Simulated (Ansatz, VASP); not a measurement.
## HfO2: VASP beside Ansatz

```
CELL_PARAMETERS angstrom
0.00000 2.58003 2.58003
2.58003 0.00000 2.58003
2.58003 2.58003 0.00000
ATOMIC_POSITIONS crystal
Hf 0.00000 0.00000 0.00000
O 0.25000 0.25000 0.25000
O 0.75000 0.75000 0.75000
```

Alike in both runs: task single point; functional PBE; dispersion D4; k mesh 6 × 6 × 6; no spin polarisation.

|  | VASP | Ansatz |
| --- | --- | --- |
| version | VASP 6.6.1 | Ansatz 0.2.0 |
| potentials or method | VASP PAW PBE potentials, release 64 (Hf_pv, O), cutoff 520 eV | plane waves, PAW |
| occupations | gaussian, width 0.01 eV | fixed |
| valence electrons in the cell | 22 | 38 |

|  | VASP | Ansatz | Ansatz less VASP |
| --- | --- | --- | --- |
| pressure (GPa) | -14.6 | -11.4 | +3.24 |

VASP's potentials hold 22 valence electrons a cell and Ansatz's 38, so a difference there can come from the potentials and not from the codes.

Neither program's run includes spin-orbit coupling.
